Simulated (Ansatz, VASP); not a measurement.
# Two plane-wave programs on RbGeF3

```
Rb Ge F
1.0
     4.55709    0.00000    0.00000
     0.00000    4.55709    0.00000
     0.00000    0.00000    4.34192
Rb Ge F
1 1 3
Direct
  0.00000 0.00000 0.00000
  0.50000 0.50000 0.50000
  0.50000 0.50000 0.00000
  0.50000 0.00000 0.50000
  0.00000 0.50000 0.50000
```

Change from the starting cell: epitaxial_xy strain +3.0%.

Alike in both runs: task single point; functional r2SCAN; k mesh 6 × 6 × 6; no spin polarisation.

|  | VASP | Ansatz |
| --- | --- | --- |
| version | VASP 6.6.1 | Ansatz 0.2.0 |
| potentials or method | VASP PAW PBE potentials, release 64 (Rb_sv, Ge_d, F) | plane waves, PAW |
| plane-wave cutoff (eV) | 520 | 500 |
| occupations | gaussian, width 0.01 eV | fixed |
| valence electrons in the cell | 44 | 44 |

|  | VASP | Ansatz | Ansatz less VASP |
| --- | --- | --- | --- |
| gap on the k mesh at the Fermi level (eV) | 2.11 | 2.11 | +0.006 |
| pressure (GPa) | -2.1 | -2.0 | +0.18 |
| traceless stress, the component that is largest in VASP (GPa) | 2.01 | 1.97 | -0.038 |

VASP's potentials were made for PBE, not for r2SCAN.
